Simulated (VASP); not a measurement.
A run of VASP 6.6.1:

The input INCAR:

```
PREC     = Accurate       # precision mode
ENCUT    = 600            # plane-wave cutoff, eV
EDIFF    = 1E-6           # SCF threshold, eV
ISMEAR   = -1             # smearing method
SIGMA    = 0.1            # smearing width, eV
LREAL    = False          # projectors in reciprocal space
LASPH    = True           # aspherical terms in the spheres
NELM     = 80             # most SCF steps
ALGO     = Normal         # electronic algorithm
ISIF     = 3              # what is computed and relaxed
LWAVE    = False          # write WAVECAR
LCHARG   = False          # write CHGCAR
GGA      = PE             # functional
IBRION   = 2              # ionic algorithm
NSW      = 60             # ionic steps
EDIFFG   = -0.03          # ionic threshold
```

File KPOINTS:

```
Automatic mesh
0
Gamma
  7 7 7
```

The input POSCAR:

```
Rb2PdO2
1.0
    0.0000000000      4.2762690000      0.0000000000
    4.2762690000      0.0000000000      0.0000000000
    2.1381350000      2.1381350000     -6.7469800000
Rb O Pd
2 2 1
Direct
    0.3451000000      0.3451000000      0.3098000000
    0.6549000000      0.6549000000      0.6902000000
    0.1273000000      0.1273000000      0.7454000000
    0.8727000000      0.8727000000      0.2546000000
    0.0000000000      0.0000000000      0.0000000000
```

Potentials or basis: VASP PAW PBE potentials, release 64 (Rb_sv, O, Pd).

Command:

```console
$ cat potpaw_PBE.64/Rb_sv/POTCAR potpaw_PBE.64/O/POTCAR potpaw_PBE.64/Pd/POTCAR > POTCAR
$ mpirun -np 1 vasp_std > vasp.out
```

Hardware: 1 thread of Intel(R) Xeon(R) 6975P-C (Granite Rapids), on a shared host.

**Question.** How long does it take, and how much memory?

**Answer.** It took 10 min on 1 thread of Intel(R) Xeon(R) 6975P-C (Granite Rapids), with other jobs on the host, peak memory 0.38 GiB. Counts: scf iterations 131, k points 40, ion steps 15.
